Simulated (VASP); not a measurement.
Cu: single point with PBE

Crystal: Cu.

```
Cu
1.0
     0.00000    1.83248    1.83248
     1.83248    0.00000    1.83248
     1.83248    1.83248    0.00000
Cu
1
Cartesian
  0.0000 0.0000 0.0000
```

```json
{"Program": "VASP 6.6.1", "Task": "single point", "Functional": "PBE", "Potentials or basis": "VASP PAW PBE potentials, release 64 (Cu)", "Cutoff": "520 eV", "k mesh": "18 × 18 × 18", "Occupations": "fermi-dirac, width 0.05 eV", "Spin": "no spin polarisation", "Dipole correction": "no", "Further INCAR settings": "ALGO = Normal; EDIFF = 1e-06; NBANDS = 12"}
```

The pressure is -3.1 GPa.

Levels at points of the mesh, in eV from the Fermi level:
```
           k point  band 4  band 5  band 6  band 7  band 8  band 9
(0.00, 0.00, 0.00)   -2.88   -2.11   -2.11   22.29   24.61   24.61
(0.50, 0.00, 0.00)   -1.57   -1.57   -0.86    3.58   20.80   21.46
(0.50, 0.50, 0.00)   -1.44   -1.44    1.55    6.85   12.79   12.79
```

It took 9.3 s on 1 thread of Intel(R) Xeon(R) 6975P-C (Granite Rapids), on a shared host, peak memory 0.14 GiB.
